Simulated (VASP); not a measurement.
# Rh (Cmcm) in VASP: further runs

The runs below take Rh through single point, with LDA.

Everything below comes from runs of VASP 6.6.1. Logs are shortened: lines on timing, memory, paths and dates and some standing lists are left out, and cuts for length are marked.

## (1) The cell of the first run

It takes space group Cmcm (No. 63, orthorhombic). The conventional cell has a = 2.803 Å, b = 3.843 Å, c = 9.620 Å, α = 90.00°, β = 90.00°, γ = 90.00°. Rh (site symmetry 2/m) has 12 Rh at 2.38 to 2.86 Å within 3.1 Å. Rh (site symmetry m2m) has 12 Rh at 2.38 to 2.86 Å within 3.1 Å.

## (2) Single point, LDA

INCAR reads:

```
SYSTEM = Rh
PREC = Accurate
ENCUT = 520
EDIFF = 1E-7
ISMEAR = 0
SIGMA = 0.15
LREAL = .False.
LASPH = .True.
NELM = 80
ALGO = Fast
ISIF = 2
LWAVE = .False.
LCHARG = .False.
GGA = CA
NBANDS = 38
```

KPOINTS reads:

```
Automatic mesh
0
Gamma
  18 18 6
  0 0 0
```

POSCAR reads:

```
Rh
1.0
    2.8034070157      0.0000000000      0.0000000000
   -1.4017035079      1.9215460791      0.0000000000
    0.0000000000      0.0000000000      9.6202383977
Rh
4
Direct
    0.0000000000      0.0000000000      0.0000000000
    0.3333333333      0.6666666667      0.2500000000
    0.0000000000      0.0000000000      0.5000000000
    0.6666666667      0.3333333333      0.7500000000
```

Potentials or basis: VASP PAW LDA potentials, release 64 (Rh_pv).

The run is started by

```console
cat potpaw_LDA.64/Rh_pv/POTCAR > POTCAR
mpirun -np 1 vasp_std > vasp.out
```

OUTCAR:

```text
SYSTEM = Rh
   PREC = Accurate
   ENCUT = 520
   EDIFF = 1E-7
   ISMEAR = 0
   LREAL = .False.
   LASPH = .True.
   NELM = 80
   ISIF = 2
   GGA = CA

 ion  position               nearest neighbor table
   1  0.000  0.000  0.000-   2 2.72   4 2.72   4 2.86   2 2.86   4 2.86   2 2.86
   2  0.333  0.667  0.250-   1 2.72   3 2.72   1 2.86   3 2.86   1 2.86   3 2.86
   3  0.000  0.000  0.500-   2 2.72   4 2.72   4 2.86   2 2.86   4 2.86   2 2.86
   4  0.667  0.333  0.750-   1 2.72   3 2.72   1 2.86   3 2.86   1 2.86   3 2.86

  Warning from LATTYP: Monoclinic adjustment (A1->A3, A2->A1, A3->A2)!
  LATTYP: Found a base centered orthorhombic cell.
 ALAT       =     2.8034070157
 B/A-ratio  =     1.3708648572
 C/A-ratio  =     3.4316238576

  Lattice vectors:

 A1 = (   1.4017035079,  -1.9215460791,   0.0000000000)
 A2 = (   1.4017035078,   1.9215460791,   0.0000000000)
 A3 = (   0.0000000000,   0.0000000000,   9.6202383977)

Analysis of symmetry for initial positions (statically):
=====================================================================
 Subroutine PRICEL returns:
 Original cell was already a primitive cell.

 Routine SETGRP: Setting up the symmetry group for a
 base centered orthorhombic supercell.

 Subroutine GETGRP returns: Found  8 space group operations
 (whereof  4 operations were pure point group operations)
 out of a pool of  8 trial point group operations.

The static configuration has the point symmetry C_2h.
 The point group associated with its full space group is D_2h.

Analysis of symmetry for dynamics (positions and initial velocities):
=====================================================================
 Subroutine PRICEL returns:
 Original cell was already a primitive cell.

 Routine SETGRP: Setting up the symmetry group for a
 base centered orthorhombic supercell.

 Subroutine GETGRP returns: Found  8 space group operations
 (whereof  4 operations were pure point group operations)
 out of a pool of  8 trial point group operations.

The dynamic configuration has the point symmetry C_2h.
 The point group associated with its full space group is D_2h.

 Subroutine INISYM returns: Found  8 space group operations
 (whereof  4 operations are pure point group operations),
 and found     1 'primitive' translations

----------------------------------------------------------------------------------------

                                     Primitive cell

  volume of cell :      51.8230

  direct lattice vectors                    reciprocal lattice vectors
     2.803407016  0.000000000  0.000000000     0.356708817  0.260207135  0.000000000
    -1.401703508  1.921546079  0.000000000     0.000000000  0.520414270  0.000000000
     0.000000000  0.000000000  9.620238398     0.000000000  0.000000000  0.103947528

  length of vectors
     2.803407016  2.378468427  9.620238398     0.441530218  0.520414270  0.103947528

  position of ions in fractional coordinates (direct lattice)
     0.000000000  0.000000000  0.000000000
     0.333333333  0.666666667  0.250000000
     0.000000000  0.000000000  0.500000000
     0.666666667  0.333333333  0.750000000

  ion indices of the primitive-cell ions
   primitive index   ion index
                 1           1
                 2           2
                 3           3
                 4           4

----------------------------------------------------------------------------------------

 KPOINTS: Automatic mesh

Automatic generation of k-mesh.
 Grid dimensions read from file:
 generate k-points for:   18   18    6

 Generating k-lattice:

  Cartesian coordinates                     Fractional coordinates (reciprocal lattice)
     0.019817156  0.014455952  0.000000000     0.055555556  0.000000000  0.000000000
     0.000000000  0.028911904  0.000000000     0.000000000  0.055555556  0.000000000
     0.000000000  0.000000000  0.017324588     0.000000000  0.000000000  0.166666667

  Length of vectors
     0.024529457  0.028911904  0.017324588

  Shift w.r.t. Gamma in fractional coordinates (k-lattice)
     0.000000000  0.000000000  0.000000000

 Subroutine IBZKPT returns following result:
 ===========================================

 Found    364 irreducible k-points:

 Following reciprocal coordinates:
            Coordinates               Weight
  0.000000  0.000000  0.000000      1.000000
  0.055556  0.000000  0.000000      4.000000
  0.111111  0.000000  0.000000      4.000000
  0.166667  0.000000  0.000000      4.000000
  0.222222  0.000000  0.000000      4.000000
  0.277778  0.000000  0.000000      4.000000
[... 16 lines left out ...]
 -0.333333  0.055556  0.000000      4.000000
 -0.277778  0.055556  0.000000      4.000000
 [... further k-points ...]
   k-points           NKPTS =    364   k-points in BZ     NKDIM =    364   number of bands    NBANDS=     38
   number of dos      NEDOS =    301   number of ions     NIONS =      4
   total plane-waves  NPLWV =  31104
   dimension x,y,z NGX =    24 NGY =   18 NGZ =   72
   dimension x,y,z NGXF=    48 NGYF=   36 NGZF=  144
   ions per type =               4
   NGX,Y,Z   is equivalent  to a cutoff of  14.23, 12.58, 12.44 a.u.
   NGXF,Y,Z  is equivalent  to a cutoff of  28.46, 25.16, 24.88 a.u.
 SYSTEM =  Rh
   PREC   = accura    normal or accurate (medium, high low for compatibility)
   ISTART =      0    job   : 0-new  1-cont  2-samecut
   ICHARG =      2    charge: 1-file 2-atom 10-const
   ISPIN  =      1    spin polarized calculation?
   LNONCOLLINEAR =      F non collinear calculations
   LSORBIT =      F    spin-orbit coupling
   LASPH  =      T    aspherical Exc in radial PAW
   ENCUT  =  520.0 eV  38.22 Ry    6.18 a.u.   5.21  4.42 17.89*2*pi/ulx,y,z
   NELM   =     80;   NELMIN=  2; NELMDL= -5     # of ELM steps
   EDIFF  = 0.1E-06   stopping-criterion for ELM
   LREAL  =      F    real-space projection
   EDIFFG = 0.1E-05   stopping-criterion for IOM
   NSW    =      0    number of steps for IOM
   IBRION =     -1    ionic relax: 0-MD 1-quasi-New 2-CG
   NFREE  =      0    steps in history (QN), initial steepest desc. (CG)
   ISIF   =      2    stress and relaxation
   ISYM   =      2    0-nonsym 1-usesym 2-fastsym
   POTIM  = 0.5000    time-step for ionic-motion
   TEBEG  =    0.0;   TEEND  =   0.0 temperature during run
   PSTRESS=    0.0 pullay stress
   NELECT =      60.0000    total number of electrons
   NUPDOWN=      -1.0000    fix difference up-down
   EMIN   =  10.00;   EMAX   =-10.00  energy-range for DOS
   EFERMI =   0.00;   METHOD = LEGACY
   ISMEAR =     0;   SIGMA  =   0.15  broadening in eV -4-tet -1-fermi 0-gaus
   EFERMI_NEDOS =   21; number of points for ismear=-14 and -15
   IALGO  =     68    algorithm
   IMIX   =      4    mixing-type and parameters
     AMIX     =   0.40;   BMIX     =  1.00
     AMIX_MAG =   1.60;   BMIX_MAG =  1.00
  volume/ion in A,a.u.               =      12.96        87.43
  Fermi-wavevector in a.u.,A,eV,Ry     =   1.719033  3.248502 40.206248  2.955076
  Thomas-Fermi vector in A             =   2.795735
   LORBIT       =      0    0 simple, 1 ext, 2 COOP (PROOUT), +10 PAW based schemes
   GGA     = CA    functional components
   LHFCALC =     F    Hartree Fock is set to
   AEXX    =    0.0000 exact exchange contribution
   IVDW    =     0    specifies the selected vdW correction
   LEPSILON=     F    determine dielectric tensor
   LRPA    =     F    only Hartree local field effects (RPA)
 non-spin polarized calculation
 RMM-DIIS sequential band-by-band and
 Gauss-broadening in eV      SIGMA  =   0.15
  energy-cutoff  :      520.00
  volume of cell :       51.82
 maximum number of plane-waves:      1427
 NGX is ok and might be reduce to    24

 number of electron      59.9999994 magnetization

 Free energy of the ion-electron system (eV)
  ---------------------------------------------------
  ext. energy  EPLUGINS =         0.00000000
  ---------------------------------------------------
  free energy    TOTEN  =       -31.51216006 eV

  energy without entropy =      -31.43704276  energy(sigma->0) =      -31.47460141

 E-fermi :  12.8169     XC(G=0): -14.6676

 val. band max:       12.8162836176   @ k =  -0.2778   0.0556   0.0000
 cond. band min:      12.8185600807   @ k =   0.0000   0.5000   0.3333
 fundamental gap:      0.0022764631
 Fermi energy:        12.8169255988

 k-point     1 :       0.0000    0.0000    0.0000
  band No.  band energies     occupation
      1     -33.9786      2.00000
      2     -33.7007      2.00000
      3     -33.6968      2.00000
      4     -33.4084      2.00000
      5     -33.2752      2.00000
      6     -33.2584      2.00000
[... 30 lines left out ...]
     37      19.4672      0.00000
     38      25.1124      0.00000

 k-point     2 :       0.0556    0.0000    0.0000
  band No.  band energies     occupation
      1     -33.9704      2.00000
      2     -33.6970      2.00000
      3     -33.6928      2.00000
      4     -33.4068      2.00000
      5     -33.3004      2.00000
      6     -33.2822      2.00000
[... 30 lines left out ...]
     37      19.4623      0.00000
     38      25.2121      0.00000

 k-point     3 :       0.1111    0.0000    0.0000
  band No.  band energies     occupation
      1     -33.9468      2.00000
      2     -33.6889      2.00000
      3     -33.6829      2.00000
      4     -33.4087      2.00000
      5     -33.4024      2.00000
      6     -33.3815      2.00000
[... 30 lines left out ...]
     37      19.4504      0.00000
     38      25.5398      0.00000

 k-point     4 :       0.1667    0.0000    0.0000
  band No.  band energies     occupation
      1     -33.9114      2.00000
      2     -33.6970      2.00000
      3     -33.6836      2.00000
      4     -33.5900      2.00000
      5     -33.5548      2.00000
      6     -33.5338      2.00000
[... 30 lines left out ...]
     37      19.4409      0.00000
     38      25.9475      0.00000
[... 703 lines left out ...]
      4     -34.2335      2.00000
      5     -33.7190      2.00000
      6     -33.5547      2.00000
[... 30 lines left out ...]
     37      20.1992      0.00000
     38      23.6726      0.00000

 k-point    23 :      -0.3333    0.0556    0.0000
  band No.  band energies     occupation
      1     -34.0683      2.00000
      2     -34.0666      2.00000
      3     -34.0491      2.00000
      4     -34.0232      2.00000
      5     -33.7708      2.00000
      6     -33.5761      2.00000
[... 30 lines left out ...]
     37      19.6051      0.00000
     38      25.1887      0.00000

 k-point    24 :      -0.2778    0.0556    0.0000
  band No.  band energies     occupation
      1     -33.8856      2.00000
      2     -33.8454      2.00000
      3     -33.8282      2.00000
      4     -33.7941      2.00000
      5     -33.7897      2.00000
      6     -33.5923      2.00000
[... 30 lines left out ...]
     37      19.4808      0.00000
     38      26.5405      0.00000

 [... further k-points ...]

------------------------ aborting loop because EDIFF is reached ----------------------------------------

  FORCE on cell =-STRESS in cart. coord.  units (eV):
  Direction    XX          YY          ZZ          XY          YZ          ZX
  --------------------------------------------------------------------------------------
  -------------------------------------------------------------------------------------
  Total        8.1985732     31.7321654     -6.8186771     -0.0000000      0.0000000      0.0000000
  in kB      253.4697103    981.0417671   -210.8084020     -0.0000000      0.0000000      0.0000000
  external PRESSURE =     341.2343585 kB  Pullay stress =       0.0000000 kB

 VOLUME and BASIS-vectors are now :
 -----------------------------------------------------------------------------
  energy-cutoff  :      520.00
  volume of cell :       51.82
      direct lattice vectors                 reciprocal lattice vectors
     2.803407016  0.000000000  0.000000000     0.356708817  0.260207135  0.000000000
    -1.401703508  1.921546079  0.000000000     0.000000000  0.520414270  0.000000000
     0.000000000  0.000000000  9.620238398     0.000000000  0.000000000  0.103947528

 POSITION                                       TOTAL-FORCE (eV/Angst)
 -----------------------------------------------------------------------------------
      0.00000      0.00000      0.00000         0.000000      0.000000      0.000000
     -0.00000      1.28103      2.40506        -0.000000      0.222538      0.000000
      0.00000      0.00000      4.81012         0.000000      0.000000      0.000000
      1.40170      0.64052      7.21518         0.000000     -0.222538     -0.000000
 -----------------------------------------------------------------------------------
    total drift:                               -0.000000      0.000000      0.000000

  FREE ENERGIE OF THE ION-ELECTRON SYSTEM (eV)
  ---------------------------------------------------
  free  energy   TOTEN  =       -31.5121600584 eV

  energy  without entropy=      -31.4370427598  energy(sigma->0) =      -31.47460141
```

It took 4.3 min on 1 thread of Intel Xeon 6975P-C (Granite Rapids), shared host; peak memory 0.54 GiB.

Results:

```
Free energy            : -31.5122 eV
Pressure               : 34.1 GPa
Largest force          : 0.223 eV/Å
Band gap on the k mesh : zero (bands 30 and 31 overlap by 4.22 eV)
```

Forces in eV/Å, atoms in the order of the input:
```
Rh   0.000  0.000  0.000
Rh   0.000  0.223  0.000
Rh   0.000  0.000  0.000
Rh   0.000 -0.223  0.000
```

Caveat: the cell differs from its parent crystal (strain +e along x and -e along y +0.1100, strain +e along z and -e/2 along x and y +0.1100); the cell stands under pressure.

## (3) Single point, LDA

This run uses another cell than the first one, of the same volume but with other edges.

INCAR reads:

```
  PREC = Accurate
  ENCUT = 520
  EDIFF = 1E-6
  ISMEAR = 0
  SIGMA = 0.15
  LREAL = False
  LASPH = True
  NELM = 60
  ALGO = Fast
  ISIF = 2
  LWAVE = False
  LCHARG = True
  GGA = CA
  LELF = True
  LVHAR = True
  NBANDS = 38
```

KPOINTS reads:

```
Automatic mesh
0
Gamma
  18 18 6
```

POSCAR reads:

```
Rh
1.0
    3.0957053776      0.0000000000      0.0000000000
   -1.5478526888      2.1746838860      0.0000000000
    0.0000000000      0.0000000000      7.7135244811
Rh
4
Direct
    0.0000000000      0.0000000000      0.0000000000
    0.3333333333      0.6666666667      0.2500000000
    0.0000000000      0.0000000000      0.5000000000
    0.6666666667      0.3333333333      0.7500000000
```

Potentials or basis: VASP PAW LDA potentials, release 64 (Rh_pv).

The run is started by

```console
cat potpaw_LDA.64/Rh_pv/POTCAR > POTCAR
mpirun -np 1 vasp_std > vasp.out
```

OUTCAR:

```text
PREC = Accurate
   ENCUT = 520
   EDIFF = 1E-6
   ISMEAR = 0
   LREAL = False
   LASPH = True
   NELM = 60
   ISIF = 2
   GGA = CA

 ion  position               nearest neighbor table
   1  0.000  0.000  0.000-   2 2.41   4 2.41   4 2.58   2 2.58   4 2.58   2 2.58
   2  0.333  0.667  0.250-   1 2.41   3 2.41   1 2.58   3 2.58   1 2.58   3 2.58
   3  0.000  0.000  0.500-   2 2.41   4 2.41   4 2.58   2 2.58   4 2.58   2 2.58
   4  0.667  0.333  0.750-   1 2.41   3 2.41   1 2.58   3 2.58   1 2.58   3 2.58

  Warning from LATTYP: Monoclinic adjustment (A1->A3, A2->A1, A3->A2)!
[... 1189 lines left out ...]
  --------------------------------------------------------------------------------------
  -------------------------------------------------------------------------------------
  Total        0.1876744      5.9263389     15.6331735      0.0000000     -0.0000000      0.0000000
  in kB        5.7903788    182.8472550    482.3353691      0.0000000     -0.0000000      0.0000000
  external PRESSURE =     223.6576676 kB  Pullay stress =       0.0000000 kB

 VOLUME and BASIS-vectors are now :
 -----------------------------------------------------------------------------
  energy-cutoff  :      520.00
  volume of cell :       51.93
      direct lattice vectors                 reciprocal lattice vectors
     3.095705378  0.000000000  0.000000000     0.323028156  0.229918474  0.000000000
    -1.547852689  2.174683886  0.000000000     0.000000000  0.459836948  0.000000000
     0.000000000  0.000000000  7.713524481     0.000000000  0.000000000  0.129642423

 POSITION                                       TOTAL-FORCE (eV/Angst)
 -----------------------------------------------------------------------------------
      0.00000      0.00000      0.00000         0.000000      0.000000      0.000000
     -0.00000      1.44979      1.92838         0.000000      1.674558     -0.000000
      0.00000      0.00000      3.85676         0.000000      0.000000      0.000000
      1.54785      0.72489      5.78514        -0.000000     -1.674558      0.000000
 -----------------------------------------------------------------------------------
    total drift:                               -0.000000      0.000000     -0.000000

  FREE ENERGIE OF THE ION-ELECTRON SYSTEM (eV)
  ---------------------------------------------------
  free  energy   TOTEN  =       -33.2292326126 eV

  energy  without entropy=      -33.1731901204  energy(sigma->0) =      -33.20121137
```

OSZICAR:

```text
N       E                     dE             d eps       ncg     rms          rms(c)
DAV:   1     0.781257716338E+03    0.78126E+03   -0.36503E+04 28128   0.185E+03
DAV:   2    -0.882195834196E+01   -0.79008E+03   -0.76775E+03 28876   0.581E+02
DAV:   3    -0.349170241315E+02   -0.26095E+02   -0.25416E+02 30644   0.116E+02
DAV:   4    -0.351707121259E+02   -0.25369E+00   -0.25352E+00 30558   0.116E+01
DAV:   5    -0.351750685472E+02   -0.43564E-02   -0.43563E-02 30626   0.153E+00    0.261E+01
RMM:   6    -0.333469083862E+02    0.18282E+01   -0.48371E+00 27837   0.147E+01    0.104E+01
RMM:   7    -0.333474163157E+02   -0.50793E-03   -0.63731E-01 28282   0.433E+00    0.447E+00
RMM:   8    -0.332604471510E+02    0.86969E-01   -0.28740E-01 28361   0.329E+00    0.280E+00
RMM:   9    -0.332299595753E+02    0.30488E-01   -0.55044E-02 28695   0.182E+00    0.503E-01
RMM:  10    -0.332291553878E+02    0.80419E-03   -0.32803E-03 30472   0.448E-01    0.106E-01
RMM:  11    -0.332292173019E+02   -0.61914E-04   -0.69725E-04 34779   0.198E-01    0.188E-02
RMM:  12    -0.332292310042E+02   -0.13702E-04   -0.15289E-04 38891   0.884E-02    0.202E-02
RMM:  13    -0.332292318514E+02   -0.84719E-06   -0.23943E-05 30761   0.453E-02    0.730E-03
RMM:  14    -0.332292326126E+02   -0.76127E-06   -0.81050E-06 25166   0.241E-02
   1 F= -.33229233E+02 E0= -.33201211E+02  d E =-.560425E-01
```

It took 3.7 min on 1 thread of Intel Xeon 6975P-C (Granite Rapids), shared host; peak memory 0.53 GiB.

What came out:

| Quantity | Value |
| --- | --- |
| Free energy | -33.2292 eV |
| Pressure | 22.4 GPa |
| Largest force | 1.675 eV/Å |
| Band gap on the k mesh | zero (bands 30 and 31 overlap by 2.09 eV) |

Forces in eV/Å, atoms in the order of the input:
```
Rh   0.000  0.000  0.000
Rh   0.000  1.675  0.000
Rh   0.000  0.000  0.000
Rh   0.000 -1.675  0.000
```

Stress tensor (GPa, compression positive):
```
 0.58  0.00  0.00
 0.00 18.28  0.00
 0.00  0.00 48.23
```

Caveat: the cell differs from its parent crystal (strain +e along x and -e along y +0.1100, strain +e along z and -e/2 along x and y -0.1100); the cell stands under pressure; forces of over 1 eV/Å act on the atoms, so gaps and moduli don't describe the material at rest.

[end of part 1 of 2]
